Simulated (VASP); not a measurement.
# CuO (P4_2/mmc) in VASP: notebook

The runs below take CuO through single point, with PBE.

Everything below comes from runs of VASP 6.6.1. Logs are shortened: lines on timing, memory, paths and dates and some standing lists are left out, and cuts for length are marked.

**1. The cell of the first run**

It takes space group P4_2/mmc (No. 131, tetragonal). The conventional cell has a = 3.422 Å, b = 3.422 Å, c = 4.260 Å, α = 90.00°, β = 90.00°, γ = 90.00°. Within 2.7 Å of Cu (site symmetry mmm) lie 4 O at 2.02 Å. O (site symmetry -4m2) has 4 Cu at 2.02 Å and 2 O at 2.13 Å within 2.7 Å.

**2. Single point, PBE**

INCAR

```
SYSTEM = CuO
ALGO = Normal
EDIFF = 1E-6
ENCUT = 520
GGA = PE
ISIF = 2
ISMEAR = -1
LASPH = .TRUE.
LCHARG = .FALSE.
LREAL = .FALSE.
LWAVE = .FALSE.
NBANDS = 25
NELM = 80
PREC = Accurate
SIGMA = 0.05
```

KPOINTS

```
k-points
0
G
  8 8 6
  0 0 0
```

POSCAR

```
CuO
1.0
    3.4220509700      0.0000000000      0.0000000000
    0.0000000000      3.4220509700      0.0000000000
    0.0000000000      0.0000000000      4.2604614800
Cu O
2 2
Direct
    0.0000000000      0.5000000000      0.0000000000
    0.5000000000      0.0000000000      0.5000000000
    0.0000000000      0.0000000000      0.2500000000
    0.0000000000      0.0000000000      0.7500000000
```

Potentials or basis: VASP PAW PBE potentials, release 64 (Cu, O).

Started as:

```sh
$ cat potpaw_PBE.64/Cu/POTCAR potpaw_PBE.64/O/POTCAR > POTCAR
$ mpirun -np 1 vasp_std > vasp.out
```

OUTCAR:

```text
SYSTEM = CuO
   EDIFF = 1E-6
   ENCUT = 520
   GGA = PE
   ISIF = 2
   ISMEAR = -1
   LASPH = .TRUE.
   LREAL = .FALSE.
   NELM = 80
   PREC = Accurate

 ion  position               nearest neighbor table
   1  0.000  0.500  0.000-   3 2.02   4 2.02   3 2.02   4 2.02
   2  0.500  0.000  0.500-   3 2.02   4 2.02   3 2.02   4 2.02
   3  0.000  0.000  0.250-   1 2.02   2 2.02   1 2.02   2 2.02
   4  0.000  0.000  0.750-   1 2.02   2 2.02   1 2.02   2 2.02

  LATTYP: Found a simple tetragonal cell.
 ALAT       =     3.4220509700
 C/A-ratio  =     1.2450023443

  Lattice vectors:

 A1 = (   3.4220509700,   0.0000000000,   0.0000000000)
 A2 = (   0.0000000000,   3.4220509700,   0.0000000000)
 A3 = (   0.0000000000,   0.0000000000,   4.2604614800)

Analysis of symmetry for initial positions (statically):
=====================================================================
 Subroutine PRICEL returns:
 Original cell was already a primitive cell.

 Routine SETGRP: Setting up the symmetry group for a
 simple tetragonal supercell.

 Subroutine GETGRP returns: Found 16 space group operations
 (whereof  8 operations were pure point group operations)
 out of a pool of 16 trial point group operations.

The static configuration has the point symmetry D_2h.
 The point group associated with its full space group is D_4h.

Analysis of symmetry for dynamics (positions and initial velocities):
=====================================================================
 Subroutine PRICEL returns:
 Original cell was already a primitive cell.

 Routine SETGRP: Setting up the symmetry group for a
 simple tetragonal supercell.

 Subroutine GETGRP returns: Found 16 space group operations
 (whereof  8 operations were pure point group operations)
 out of a pool of 16 trial point group operations.

The dynamic configuration has the point symmetry D_2h.
 The point group associated with its full space group is D_4h.

 Subroutine INISYM returns: Found 16 space group operations
 (whereof  8 operations are pure point group operations),
 and found     1 'primitive' translations

----------------------------------------------------------------------------------------

                                     Primitive cell

  volume of cell :      49.8918

  direct lattice vectors                    reciprocal lattice vectors
     3.422050970  0.000000000  0.000000000     0.292222415  0.000000000  0.000000000
     0.000000000  3.422050970  0.000000000     0.000000000  0.292222415  0.000000000
     0.000000000  0.000000000  4.260461480     0.000000000  0.000000000  0.234716358

  length of vectors
     3.422050970  3.422050970  4.260461480     0.292222415  0.292222415  0.234716358

  position of ions in fractional coordinates (direct lattice)
     0.000000000  0.500000000  0.000000000
     0.500000000  0.000000000  0.500000000
     0.000000000  0.000000000  0.250000000
     0.000000000  0.000000000  0.750000000

  ion indices of the primitive-cell ions
   primitive index   ion index
                 1           1
                 2           2
                 3           3
                 4           4

----------------------------------------------------------------------------------------

 KPOINTS: k-points

Automatic generation of k-mesh.
 Grid dimensions read from file:
 generate k-points for:    8    8    6

 Generating k-lattice:

  Cartesian coordinates                     Fractional coordinates (reciprocal lattice)
     0.036527802  0.000000000  0.000000000     0.125000000  0.000000000  0.000000000
     0.000000000  0.036527802  0.000000000     0.000000000  0.125000000  0.000000000
     0.000000000  0.000000000  0.039119393     0.000000000  0.000000000  0.166666667

  Length of vectors
     0.036527802  0.036527802  0.039119393

  Shift w.r.t. Gamma in fractional coordinates (k-lattice)
     0.000000000  0.000000000  0.000000000

 Subroutine IBZKPT returns following result:
 ===========================================

 Found     60 irreducible k-points:

 Following reciprocal coordinates:
            Coordinates               Weight
  0.000000  0.000000  0.000000      1.000000
  0.125000  0.000000  0.000000      4.000000
  0.250000  0.000000  0.000000      4.000000
  0.375000  0.000000  0.000000      4.000000
  0.500000  0.000000  0.000000      2.000000
  0.125000  0.125000  0.000000      4.000000
[... 16 lines left out ...]
  0.375000  0.125000  0.166667     16.000000
  0.500000  0.125000  0.166667      8.000000
 [... further k-points ...]
   k-points           NKPTS =     60   k-points in BZ     NKDIM =     60   number of bands    NBANDS=     25
   number of dos      NEDOS =    301   number of ions     NIONS =      4
   total plane-waves  NPLWV =  25088
   dimension x,y,z NGX =    28 NGY =   28 NGZ =   32
   dimension x,y,z NGXF=    56 NGYF=   56 NGZF=   64
   ions per type =               2   2
   NGX,Y,Z   is equivalent  to a cutoff of  13.60, 13.60, 12.49 a.u.
   NGXF,Y,Z  is equivalent  to a cutoff of  27.21, 27.21, 24.97 a.u.
 SYSTEM =  CuO
   PREC   = accura    normal or accurate (medium, high low for compatibility)
   ISTART =      0    job   : 0-new  1-cont  2-samecut
   ICHARG =      2    charge: 1-file 2-atom 10-const
   ISPIN  =      1    spin polarized calculation?
   LNONCOLLINEAR =      F non collinear calculations
   LSORBIT =      F    spin-orbit coupling
   LASPH  =      T    aspherical Exc in radial PAW
   ENCUT  =  520.0 eV  38.22 Ry    6.18 a.u.   6.36  6.36  7.92*2*pi/ulx,y,z
   NELM   =     80;   NELMIN=  2; NELMDL= -5     # of ELM steps
   EDIFF  = 0.1E-05   stopping-criterion for ELM
   LREAL  =      F    real-space projection
   EDIFFG = 0.1E-04   stopping-criterion for IOM
   NSW    =      0    number of steps for IOM
   IBRION =     -1    ionic relax: 0-MD 1-quasi-New 2-CG
   NFREE  =      0    steps in history (QN), initial steepest desc. (CG)
   ISIF   =      2    stress and relaxation
   ISYM   =      2    0-nonsym 1-usesym 2-fastsym
   POTIM  = 0.5000    time-step for ionic-motion
   TEBEG  =    0.0;   TEEND  =   0.0 temperature during run
   PSTRESS=    0.0 pullay stress
   NELECT =      34.0000    total number of electrons
   NUPDOWN=      -1.0000    fix difference up-down
   EMIN   =  10.00;   EMAX   =-10.00  energy-range for DOS
   EFERMI =   0.00;   METHOD = LEGACY
   ISMEAR =    -1;   SIGMA  =   0.05  broadening in eV -4-tet -1-fermi 0-gaus
   EFERMI_NEDOS =   21; number of points for ismear=-14 and -15
   IALGO  =     38    algorithm
   IMIX   =      4    mixing-type and parameters
     AMIX     =   0.40;   BMIX     =  1.00
     AMIX_MAG =   1.60;   BMIX_MAG =  1.00
  volume/ion in A,a.u.               =      12.47        84.17
  Fermi-wavevector in a.u.,A,eV,Ry     =   1.440648  2.722430 28.238446  2.075467
  Thomas-Fermi vector in A             =   2.559369
   LORBIT       =      0    0 simple, 1 ext, 2 COOP (PROOUT), +10 PAW based schemes
   GGA     = PE    functional components
   LHFCALC =     F    Hartree Fock is set to
   AEXX    =    0.0000 exact exchange contribution
   IVDW    =     0    specifies the selected vdW correction
   LEPSILON=     F    determine dielectric tensor
   LRPA    =     F    only Hartree local field effects (RPA)
 non-spin polarized calculation
  energy-cutoff  :      520.00
  volume of cell :       49.89
 maximum number of plane-waves:      1360
 NGX is ok and might be reduce to    28
   NGX = 13   NGY = 13   NGZ = 15

 number of electron      34.0000008 magnetization

 Free energy of the ion-electron system (eV)
  ---------------------------------------------------
  ext. energy  EPLUGINS =         0.00000000
  ---------------------------------------------------
  free energy    TOTEN  =       -18.28641679 eV

  energy without entropy =      -18.26669056  energy(sigma->0) =      -18.27655367

 E-fermi :   4.0006     XC(G=0): -10.6368

 val. band max:        3.9936913092   @ k =   0.2500   0.1250   0.3333
 cond. band min:       4.0007955525   @ k =   0.2500   0.1250   0.1667
 fundamental gap:      0.0071042434
 Fermi energy:         4.0005837728

 k-point     1 :       0.0000    0.0000    0.0000
  band No.  band energies     occupation
      1     -16.0645      2.00000
      2     -13.2810      2.00000
      3      -3.8668      2.00000
      4      -1.2234      2.00000
      5      -1.2234      2.00000
      6      -0.6959      2.00000
[... 17 lines left out ...]
     24      15.2228      0.00000
     25      17.2188      0.00000

 k-point     2 :       0.1250    0.0000    0.0000
  band No.  band energies     occupation
      1     -16.0270      2.00000
      2     -13.2862      2.00000
      3      -3.7917      2.00000
      4      -1.2167      2.00000
      5      -1.1985      2.00000
      6      -1.1201      2.00000
[... 17 lines left out ...]
     24      15.5840      0.00000
     25      17.1683      0.00000

 k-point     3 :       0.2500    0.0000    0.0000
  band No.  band energies     occupation
      1     -15.9348      2.00000
      2     -13.2981      2.00000
      3      -3.5983      2.00000
      4      -2.0784      2.00000
      5      -1.1366      2.00000
      6      -0.8609      2.00000
[... 17 lines left out ...]
     24      16.4178      0.00000
     25      16.7137      0.00000

 k-point     4 :       0.3750    0.0000    0.0000
  band No.  band energies     occupation
      1     -15.8393      2.00000
      2     -13.3097      2.00000
      3      -3.3772      2.00000
      4      -2.7534      2.00000
      5      -1.0719      2.00000
      6      -0.9604      2.00000
[... 17 lines left out ...]
     24      15.6108      0.00000
     25      17.0773      0.00000
[... 477 lines left out ...]
 k-point    22 :       0.2500    0.1250    0.1667
  band No.  band energies     occupation
      1     -15.7684      2.00000
      2     -13.5484      2.00000
      3      -3.0807      2.00000
      4      -1.9851      2.00000
      5      -1.4057      2.00000
      6      -0.8373      2.00000
[... 17 lines left out ...]
     24      15.3232      0.00000
     25      17.6070      0.00000

 k-point    23 :       0.3750    0.1250    0.1667
  band No.  band energies     occupation
      1     -15.6784      2.00000
      2     -13.5463      2.00000
      3      -2.8906      2.00000
      4      -2.5787      2.00000
      5      -1.4533      2.00000
      6      -0.7061      2.00000
[... 17 lines left out ...]
     24      15.3091      0.00000
     25      17.6738      0.00000

 k-point    24 :       0.5000    0.1250    0.1667
  band No.  band energies     occupation
      1     -15.6403      2.00000
      2     -13.5452      2.00000
      3      -2.8541      2.00000
      4      -2.7543      2.00000
      5      -1.4715      2.00000
      6      -0.6678      2.00000
[... 17 lines left out ...]
     24      15.2535      0.00000
     25      18.0721      0.00000

 [... further k-points ...]
[... 5 lines left out ...]
  --------------------------------------------------------------------------------------
  -------------------------------------------------------------------------------------
  Total       -4.3820139     -4.3820139      6.6650101      0.0000000      0.0000000      0.0000000
  in kB     -140.7196481   -140.7196481    214.0335234      0.0000000      0.0000000      0.0000000
  external PRESSURE =     -22.4685910 kB  Pullay stress =       0.0000000 kB

 VOLUME and BASIS-vectors are now :
 -----------------------------------------------------------------------------
  energy-cutoff  :      520.00
  volume of cell :       49.89
      direct lattice vectors                 reciprocal lattice vectors
     3.422050970  0.000000000  0.000000000     0.292222415  0.000000000  0.000000000
     0.000000000  3.422050970  0.000000000     0.000000000  0.292222415  0.000000000
     0.000000000  0.000000000  4.260461480     0.000000000  0.000000000  0.234716358

 POSITION                                       TOTAL-FORCE (eV/Angst)
 -----------------------------------------------------------------------------------
      0.00000      1.71103      0.00000        -0.000000      0.000000      0.000000
      1.71103      0.00000      2.13023        -0.000000      0.000000      0.000000
      0.00000      0.00000      1.06512         0.000000     -0.000000      0.000000
      0.00000      0.00000      3.19535         0.000000      0.000000      0.000000
 -----------------------------------------------------------------------------------
    total drift:                                0.000000      0.000000      0.000000

  FREE ENERGIE OF THE ION-ELECTRON SYSTEM (eV)
  ---------------------------------------------------
  free  energy   TOTEN  =       -18.2864167871 eV

  energy  without entropy=      -18.2666905592  energy(sigma->0) =      -18.27655367
```

It took 81 s on 1 thread of Intel Xeon Platinum 8488C (Sapphire Rapids), shared host; peak memory 0.2 GiB.

Results:

```
Free energy            : -18.2864 eV
Pressure               : -2.2 GPa
Band gap on the k mesh : zero (band 17 reaches 4.64 eV, above the bottom of band 18 at 2.85 eV)
```

Stress tensor (GPa, compression positive):
```
-14.07   0.00   0.00
  0.00 -14.07   0.00
  0.00   0.00  21.40
```

Levels at points of the mesh, in eV from the Fermi level:
```csv
k point,band 15,band 16,band 17,band 18,band 19,band 20
"(0.00, 0.00, 0.00)",-1.26,0.45,0.49,0.66,0.66,6.13
"(0.50, 0.00, 0.00)",-1.73,-1.73,0.55,0.97,3.81,4.10
"(0.50, 0.50, 0.00)",-1.81,-1.49,-1.49,0.84,1.33,7.89
"(0.00, 0.00, 0.50)",-1.65,-1.65,-0.04,-0.04,2.25,2.25
"(0.50, 0.00, 0.50)",-1.86,-1.78,-0.73,0.42,3.92,5.15
"(0.50, 0.50, 0.50)",-1.59,-1.59,-1.15,-1.15,3.57,3.57
```

Caveat: semilocal functionals often make such compounds metallic where correlation or magnetic order opens a gap, which also shifts bond lengths. With open d or f shells a metallic result of PBE can be an artefact of self-interaction; +U or a hybrid may open a gap.

**3. Single point, PBE**

This run uses another cell than the first one, of 12.72 Å³/atom, 1.020 times its volume.

INCAR

```
SYSTEM = CuO
  ALGO = Normal
  EDIFF = 1E-6
  ENCUT = 520
  GGA = PE
  ISIF = 2
  ISMEAR = -1
  LASPH = .True.
  LCHARG = .False.
  LREAL = .False.
  LWAVE = .False.
  NBANDS = 25
  NELM = 60
  PREC = Accurate
  SIGMA = 0.05
```

KPOINTS

```
k-points
0
Gamma
  8 8 6
  0 0 0
```

POSCAR

```
CuO
1.0
    3.4447142197      0.0000000000      0.0000000000
    0.0000000000      3.4447142197      0.0000000000
    0.0000000000      0.0000000000      4.2886772790
Cu O
2 2
Direct
    0.0000000000      0.5000000000      0.0000000000
    0.5000000000      0.0000000000      0.5000000000
    0.0000000000      0.0000000000      0.2500000000
    0.0000000000      0.0000000000      0.7500000000
```

Potentials or basis: VASP PAW PBE potentials, release 64 (Cu, O).

Started as:

```sh
$ cat potpaw_PBE.64/Cu/POTCAR potpaw_PBE.64/O/POTCAR > POTCAR
$ mpirun -np 1 vasp_std > vasp.out
```

OUTCAR:

```text
SYSTEM = CuO
   EDIFF = 1E-6
   ENCUT = 520
   GGA = PE
   ISIF = 2
   ISMEAR = -1
   LASPH = .True.
   LREAL = .False.
   NELM = 60
   PREC = Accurate

 ion  position               nearest neighbor table
   1  0.000  0.500  0.000-   3 2.03   4 2.03   3 2.03   4 2.03
   2  0.500  0.000  0.500-   3 2.03   4 2.03   3 2.03   4 2.03
   3  0.000  0.000  0.250-   1 2.03   2 2.03   1 2.03   2 2.03
   4  0.000  0.000  0.750-   1 2.03   2 2.03   1 2.03   2 2.03

  LATTYP: Found a simple tetragonal cell.
 ALAT       =     3.4447142197
 C/A-ratio  =     1.2450023443

  Lattice vectors:

[... 863 lines left out ...]
 [... further k-points ...]
[... 5 lines left out ...]
  --------------------------------------------------------------------------------------
  -------------------------------------------------------------------------------------
  Total       -4.9738410     -4.9738410      5.7587667      0.0000000      0.0000000      0.0000000
  in kB     -156.5931339   -156.5931339    181.3052182      0.0000000      0.0000000      0.0000000
  external PRESSURE =     -43.9603498 kB  Pullay stress =       0.0000000 kB

 VOLUME and BASIS-vectors are now :
 -----------------------------------------------------------------------------
  energy-cutoff  :      520.00
  volume of cell :       50.89
      direct lattice vectors                 reciprocal lattice vectors
     3.444714220  0.000000000  0.000000000     0.290299844  0.000000000  0.000000000
     0.000000000  3.444714220  0.000000000     0.000000000  0.290299844  0.000000000
     0.000000000  0.000000000  4.288677279     0.000000000  0.000000000  0.233172126

 POSITION                                       TOTAL-FORCE (eV/Angst)
 -----------------------------------------------------------------------------------
      0.00000      1.72236      0.00000        -0.000000      0.000000     -0.000000
      1.72236      0.00000      2.14434        -0.000000      0.000000     -0.000000
      0.00000      0.00000      1.07217         0.000000      0.000000      0.000000
      0.00000      0.00000      3.21651        -0.000000     -0.000000     -0.000000
 -----------------------------------------------------------------------------------
    total drift:                                0.000000      0.000000      0.000000

  FREE ENERGIE OF THE ION-ELECTRON SYSTEM (eV)
  ---------------------------------------------------
  free  energy   TOTEN  =       -18.2663611429 eV

  energy  without entropy=      -18.2462636018  energy(sigma->0) =      -18.25631237
```

Wall time 80 s (1 thread of Intel Xeon Platinum 8488C (Sapphire Rapids), shared host); peak memory 0.2 GiB.

Results:

- Free energy: -18.2664 eV
- Pressure: -4.4 GPa
- Band gap on the k mesh: zero (band 17 reaches 4.40 eV, above the bottom of band 18 at 2.64 eV)

Levels at points of the mesh, in eV from the Fermi level:
| k point | band 15 | band 16 | band 17 | band 18 | band 19 | band 20 |
| --- | --- | --- | --- | --- | --- | --- |
| (0.00, 0.00, 0.00) | -1.23 | 0.46 | 0.47 | 0.64 | 0.64 | 6.11 |
| (0.50, 0.00, 0.00) | -1.69 | -1.68 | 0.54 | 0.95 | 3.80 | 4.04 |
| (0.50, 0.50, 0.00) | -1.79 | -1.45 | -1.45 | 0.93 | 1.30 | 7.76 |
| (0.00, 0.00, 0.50) | -1.61 | -1.61 | -0.04 | -0.04 | 2.24 | 2.24 |
| (0.50, 0.00, 0.50) | -1.82 | -1.73 | -0.73 | 0.41 | 3.94 | 5.09 |
| (0.50, 0.50, 0.50) | -1.54 | -1.54 | -1.14 | -1.14 | 3.61 | 3.61 |

Caveat: semilocal functionals often make such compounds metallic where correlation or magnetic order opens a gap, which also shifts bond lengths. With open d or f shells a metallic result of PBE can be an artefact of self-interaction; +U or a hybrid may open a gap.
